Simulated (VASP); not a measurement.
Runs of VASP 6.6.1 on Al2Cu. The structure is that of space group P4/mmm (No. 123), or close to it. The cells are those of the table. 

```csv
cell,further INCAR settings,gap on the mesh (eV),pressure (GPa)
"a = 4.156, b = 4.156, c = 2.669 Å, 3 atoms",ALGO = Fast; EDIFF = 1e-06; NBANDS = 16,none,1.3
"a = 3.804, b = 3.804, c = 3.187 Å, 3 atoms",ALGO = Fast; EDIFF = 1e-06; NBANDS = 16,none,2.4
"a = 4.268, b = 4.268, c = 2.532 Å, 3 atoms",ALGO = Fast; EDIFF = 1e-07; NBANDS = 16,none,3.9
"a = 3.916, b = 3.916, c = 3.007 Å, 3 atoms",ALGO = Fast; EDIFF = 1e-06; NBANDS = 16,none,(a)
```

Alike in all rows: task single point; level LDA; potentials or basis VASP PAW LDA potentials, release 64 (Al, Cu); no spin polarisation; k mesh 14 × 14 × 18; cutoff (eV) 520; smearing gaussian 0.15 eV.

Problem. Fill in the values left out.

Solution. (a) 0.8.

A gap of «none» marks levels without a gap at the run's occupations.
